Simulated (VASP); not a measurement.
Here is a VASP 6.6.1 calculation.

The input INCAR:

```
ALGO = Fast ; EDIFF = 1E-6
ENCUT = 520 ; GGA = PE
ISIF = 2 ; ISMEAR = 0
LASPH = T ; LCHARG = F
LREAL = F ; LWAVE = F
NBANDS = 37 ; NELM = 60
PREC = Accurate ; SIGMA = 0.1
```

The input KPOINTS:

```
k-points
0
Gamma
  4 4 4
```

Contents of POSCAR:

```
TiAl4Ni3
1.0
    4.0288257000      0.0000000000      0.0000000000
    0.0000000000      4.0288257000      0.0000000000
    0.0000000000      0.0000000000      6.5051085000
Ti Al Ni
1 4 3
Direct
    0.5000000000      0.5000000000      0.5000000000
    0.5000000000      0.0000000000      0.7716490000
    0.0000000000      0.5000000000      0.7716490000
    0.5000000000      0.0000000000      0.2283510000
    0.0000000000      0.5000000000      0.2283510000
    0.0000000000      0.0000000000      0.0000000000
    0.5000000000      0.5000000000      0.0000000000
    0.0000000000      0.0000000000      0.5000000000
```

Potentials or basis: VASP PAW PBE potentials, release 64 (Ti_sv, Al, Ni).

Launch:

```bash
$ cat potpaw_PBE.64/Ti_sv/POTCAR potpaw_PBE.64/Al/POTCAR potpaw_PBE.64/Ni/POTCAR > POTCAR
$ mpirun -np 1 vasp_std > vasp.out
```

Estimate the largest force.

0.112 eV/Å.

Predict the band gap on the k mesh.

zero (bands 27 and 28 overlap by 0.87 eV).

Forces on the atoms (eV/Å):
```
Ti   0.000  0.000  0.000
Al   0.000  0.000  0.112
Al   0.000  0.000  0.112
Al   0.000  0.000 -0.112
Al   0.000  0.000 -0.112
Ni   0.000  0.000  0.000
Ni   0.000  0.000  0.000
Ni   0.000  0.000  0.000
```

Caveat: the k points lie up to 0.39 Å⁻¹ apart, too coarse for converged energies and pressures of a metal. Spin polarisation is off, so any magnetic state and its effect on volume and gap are missing.
